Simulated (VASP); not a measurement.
A run of VASP 6.6.1:

File INCAR:

```
ALGO = Normal
EDIFF = 1E-6
ENCUT = 520
GGA = PS
ISIF = 2
ISMEAR = 0
LASPH = T
LCHARG = F
LREAL = F
LWAVE = F
NBANDS = 29
NELM = 80
PREC = Accurate
SIGMA = 0.01
```

KPOINTS

```
k-points
0
Gamma
  6 6 6
```

The input POSCAR:

```
Al2Ru
1.0
    0.0000000000      3.9876221008      4.3852232654
    2.3505043040      0.0000000000      4.3852232654
    2.3505043040      3.9876221008      0.0000000000
Al Ru
4 2
Direct
    0.0789474214      0.4210525786      0.0789474214
    0.4210525786      0.0789474214      0.4210525786
    0.1710525786      0.8289474214      0.1710525786
    0.8289474214      0.1710525786      0.8289474214
    0.7500000000      0.7500000000      0.7500000000
    0.5000000000      0.5000000000      0.5000000000
```

Potentials or basis: VASP PAW PBE potentials, release 64 (Al, Ru_pv).

Command:

```sh
$ cat potpaw_PBE.64/Al/POTCAR potpaw_PBE.64/Ru_pv/POTCAR > POTCAR
$ mpirun -np 1 vasp_std > vasp.out
```

Hardware: 1 thread of Intel Xeon 8259CL, on a shared host.

**Question.** Estimate the wall time of this run.

**Answer.** Run time: 2.4 min on 1 thread of Intel Xeon 8259CL, with other jobs on the host, peak memory 0.29 GiB. Counts: scf iterations 13, k points 46.
